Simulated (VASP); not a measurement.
Here is a VASP 6.6.1 calculation.

Contents of INCAR:

```
PREC = Accurate
ENCUT = 690
EDIFF = 1E-6
ISMEAR = 0
SIGMA = 0.1
LREAL = F
LASPH = T
NELM = 120
ALGO = Normal
ISIF = 2
LWAVE = F
LCHARG = F
GGA = PE
NBANDS = 30
GGA_COMPAT = F
```

Contents of KPOINTS:

```
Automatic mesh
0
Gamma
  6 6 4
```

File POSCAR:

```
SiNi
1.0
    3.0266200000      0.0000000000      0.0000000000
    0.0000000000      3.2735000000      0.0000000000
    0.0000000000      0.0000000000      4.6977600000
Si Ni
2 2
Direct
    0.5000000000      0.5000000000      0.8423000000
    0.0000000000      0.0000000000      0.1577000000
    0.5000000000      0.5000000000      0.3442200000
    0.0000000000      0.0000000000      0.6557800000
```

Potentials or basis: VASP PAW PBE potentials, release 64 (Si, Ni_sv_GW).

Launch:

```bash
$ cat potpaw_PBE.64/Si/POTCAR potpaw_PBE.64/Ni_sv_GW/POTCAR > POTCAR
$ mpirun -np 1 vasp_std > vasp.out
```

(1) Estimate the pressure.

(2) Estimate the largest force.

(3) Predict the band gap on the k mesh.

## Answers

(1) 0.0 GPa.

(2) 0.136 eV/Å.

(3) zero (bands 22 and 23 overlap by 2.25 eV).
